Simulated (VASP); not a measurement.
A run of VASP 6.6.1:

File INCAR:

```
SYSTEM = RbSb4F13
ALGO = Normal
EDIFF = 1E-6
ENCUT = 520
GGA = PE
ISIF = 2
ISMEAR = -1
LASPH = .TRUE.
LCHARG = .FALSE.
LREAL = Auto
LWAVE = .FALSE.
NBANDS = 75
NELM = 100
PREC = Accurate
SIGMA = 0.02
```

KPOINTS

```
k-points
0
G
  4 4 4
  0 0 0
```

POSCAR

```
RbSb4F13
1.0
   -4.8175000000      4.8175000000      3.2815000000
    4.8175000000     -4.8175000000      3.2815000000
    4.8175000000      4.8175000000     -3.2815000000
Rb Sb F
1 4 13
Direct
    0.5000000000      0.5000000000      0.0000000000
    0.0063141333      0.2771267468      0.2834408801
    0.2771267468      0.9936858667      0.2708126135
    0.9936858667      0.7228732532      0.7165591199
    0.7228732532      0.0063141333      0.7291873865
    0.0000000000      0.0000000000      0.0000000000
    0.5614392778      0.8765557881      0.4379950659
    0.8765557881      0.4385607222      0.3151165103
    0.4385607222      0.1234442119      0.5620049341
    0.1234442119      0.5614392778      0.6848834897
    0.4301501418      0.3345581499      0.3207676869
    0.3345581499      0.0137904630      0.9044080081
    0.0137904630      0.1093824549      0.6792323131
    0.1093824549      0.4301501418      0.0955919919
    0.5698498582      0.6654418501      0.6792323131
    0.6654418501      0.9862095370      0.0955919919
    0.9862095370      0.8906175451      0.3207676869
    0.8906175451      0.5698498582      0.9044080081
```

Potentials or basis: VASP PAW PBE potentials, release 64 (Rb_sv, Sb, F).

Launch:

```sh
$ cat potpaw_PBE.64/Rb_sv/POTCAR potpaw_PBE.64/Sb/POTCAR potpaw_PBE.64/F/POTCAR > POTCAR
$ mpirun -np 1 vasp_std > vasp.out
```

Hardware: 1 thread of Intel(R) Xeon(R) Platinum 8488C (Sapphire Rapids), with other jobs on the host.

How long does it take, and how much memory?

Wall time 7.2 min on 1 thread of Intel(R) Xeon(R) Platinum 8488C (Sapphire Rapids), on a shared host, peak memory 0.53 GiB. Counts: scf iterations 15, k points 14.
